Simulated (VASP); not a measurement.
# Hf2SnS2: relaxation of cell and atoms with PBE

Hf2SnS2:

```
Hf Sn S
1.0
    -2.33543    2.33543    4.86088
     2.33543   -2.33543    4.86088
     2.33543    2.33543   -4.86088
Hf Sn S
2 1 2
Direct
  0.75000 0.25000 0.50000
  0.25000 0.75000 0.50000
  0.00000 0.00000 0.00000
  0.34889 0.34889 0.00000
  0.65111 0.65111 0.00000
```

The cell was generated, and may not be a known phase.

```yaml
Program: VASP 6.6.1
Task: relaxation of cell and atoms
Functional: PBE
Potentials_or_basis: VASP PAW PBE potentials, release 64 (Hf_pv, Sn_d, S)
Cutoff: 600 eV
k_mesh: 12 × 12 × 12
Occupations: gaussian, width 0.1 eV
Spin: no spin polarisation
Dipole_correction: no
Further_INCAR_settings: ALGO = Normal; EDIFF = 1e-06; IBRION = 2; EDIFFG = -0.01; NSW = 100; ISIF = 3
```

```
Relaxed volume                        : 21.11 Å³/atom
Relaxed cell                          : a = 5.867 Å, b = 5.867 Å, c = 5.867 Å, α = 133.15°, β = 133.15°, γ = 68.41°
Space group after relaxing (to 0.1 Å) : I4/mmm (No. 139)
Energy gained by relaxing             : 0.2 meV/atom
Ionic steps                           : 5
Pressure after relaxing               : 0.0 GPa
Largest force after relaxing          : 0.006 eV/Å
Band gap on the k mesh                : zero (bands 23 and 24 overlap by 1.56 eV)
```

Forces on the atoms (eV/Å):
```
Hf   0.000  0.000  0.000
Hf   0.000  0.000  0.000
Sn   0.000  0.000  0.000
S    0.000  0.000  0.006
S    0.000  0.000 -0.006
```

Stress tensor (GPa, compression positive):
```
 0.02  0.00  0.00
 0.00  0.02  0.00
 0.00  0.00 -0.07
```

Step by step:
```
step  energy change (eV)  largest force (eV/Å)  pressure (GPa)  volume (Å³)
   1              0.0000                0.0358           -0.50       106.05
   2              0.0003                0.0670            0.55       105.04
   3             -0.0008                0.0114            0.00       105.58
   4             -0.0008                0.0103           -0.02       105.59
   5             -0.0008                0.0058           -0.01       105.54
```

Final structure:
```xyz
5
Lattice="-2.3320 2.3320 4.8518 2.3320 -2.3320 4.8518 2.3320 2.3320 -4.8518" Properties=species:S:1:pos:R:3 pbc="T T T"
Hf    0.0000    2.3320    2.4259
Hf    2.3320    0.0000    2.4259
Sn    0.0000    0.0000    0.0000
S     2.3320    2.3320   -1.4667
S     0.0000    0.0000    6.3185
```

Levels at points of the mesh, in eV from the Fermi level:
```
           k point  band 19  band 20  band 21  band 22  band 23  band 24  band 25  band 26  band 27
(0.00, 0.00, 0.00)    -4.37    -4.37    -2.23     0.75     0.75     1.38     1.44     2.17     2.26
(0.50, 0.00, 0.00)    -4.67    -2.87    -1.38    -1.38    -0.76    -0.29     1.18     1.88     2.14
(0.50, 0.50, 0.00)    -4.21    -3.95    -1.65    -1.49    -0.17     0.76     1.45     1.92     2.08
(0.50, 0.50, 0.50)    -4.02    -3.73    -2.17    -1.17    -0.24     0.36     0.36     2.33     2.81
```

Run time: 17 min on 1 thread of Intel(R) Xeon(R) 6975P-C (Granite Rapids) (shared host), peak memory 0.76 GiB.

Caveat: spin-orbit coupling is left out, which moves the levels of the heavy elements.
